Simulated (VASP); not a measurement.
HgTe:

```
Hg Te
1.0
     0.00000    3.21450    3.21450
     3.21450    0.00000    3.21450
     3.21450    3.21450    0.00000
Hg Te
1 1
Direct
  0.00000 0.00000 0.00000
  0.75000 0.75000 0.75000
```

* Program: VASP 6.6.1
* Task: relaxation of cell and atoms
* Functional: HSE06
* Potentials or basis: VASP PAW PBE potentials, release 64 (Hg, Te)
* Cutoff: 600 eV
* k mesh: 4 × 4 × 4
* Occupations: fermi-dirac, width 0.05 eV
* Spin: no spin polarisation

At the start: pressure 3.4 GPa; volume 33.22 Å³/atom.

Q: Where does the relaxation end?

A: Over 3 steps the energy falls by 24.4 meV/atom and the volume is 35.67 Å³/atom (+7.4 %); space group F-43m (No. 216, to 0.1 Å) before and after.

The path:
```tsv
step	energy change (eV)	largest force (eV/Å)	pressure (GPa)	volume (Å³)
1	0.0000	0.0000	3.40	66.43
2	-0.0416	0.0000	-1.07	73.45
3	-0.0489	0.0000	0.01	71.35
```

Final structure:
```yaml
crystal:
  lattice:
    - [0.00000, 3.29192, 3.29192]
    - [3.29192, 0.00000, 3.29192]
    - [3.29192, 3.29192, 0.00000]
  atoms:
    - { symbol: Hg, position: [0.00000, 0.00000, 0.00000] }
    - { symbol: Te, position: [0.75000, 0.75000, 0.75000] }
```

Caveat: the k points lie up to 0.41 Å⁻¹ apart in the final cell; the PAW data sets were made with another functional, which shifts forces and pressure a little.
